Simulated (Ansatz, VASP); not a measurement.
**Two plane-wave programs on Zn**

```
Zn
1.0
     2.65564    0.00000    0.00000
    -1.32782    2.29985    0.00000
     0.00000    0.00000    4.96246
Zn
2
Direct
  0.33333 0.66667 0.25000
  0.66667 0.33333 0.75000
```

Alike in both runs: task single point; functional PBE; k mesh 14 × 14 × 7; occupations fermi-dirac, width 0.3 eV; no spin polarisation.

|  | VASP | Ansatz |
| --- | --- | --- |
| version | VASP 6.6.1 | Ansatz 0.2.0 |
| potentials or method | VASP PAW PBE potentials, release 64 (Zn), cutoff 520 eV | plane waves (420 eV) with PAW, scalar-relativistic |
| valence electrons in the cell | 24 | 24 |

VASP gave:

| Property | Result |
| --- | --- |
| pressure (GPa) | 1.0 |
| traceless stress, the component that is largest in VASP (GPa) | -0.34 |

Problem. Estimate Ansatz's values.

Solution. Pressure (GPa): 0.6; traceless stress, the component that is largest in VASP (GPa): -0.18.

The functional is the same, so the differences come from potentials, cutoffs and numerics.
